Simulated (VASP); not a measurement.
A run of VASP 6.6.1 is set up as follows.

INCAR

```
  PREC = Accurate
  ENCUT = 500
  EDIFF = 1E-6
  ISMEAR = -1
  SIGMA = 0.05
  LREAL = False
  LASPH = True
  NELM = 120
  ALGO = Normal
  ISIF = 2
  LWAVE = False
  LCHARG = True
  GGA = PE
  LELF = True
  LVHAR = True
  NBANDS = 10
  GGA_COMPAT = False
```

Contents of KPOINTS:

```
Automatic mesh
0
Gamma
  12 12 12
```

POSCAR

```
Ir
1.0
    0.0000000000      1.8888913276      1.8888913276
    1.8888913276      0.0000000000      1.8888913276
    1.8888913276      1.8888913276      0.0000000000
Ir
1
Direct
    0.0000000000      0.0000000000      0.0000000000
```

Potentials or basis: VASP PAW PBE potentials, release 64 (Ir).

The run is started by

```sh
$ cat potpaw_PBE.64/Ir/POTCAR > POTCAR
$ mpirun -np 1 vasp_std > vasp.out
```

Question: Estimate the pressure.

Answer: 30.9 GPa.
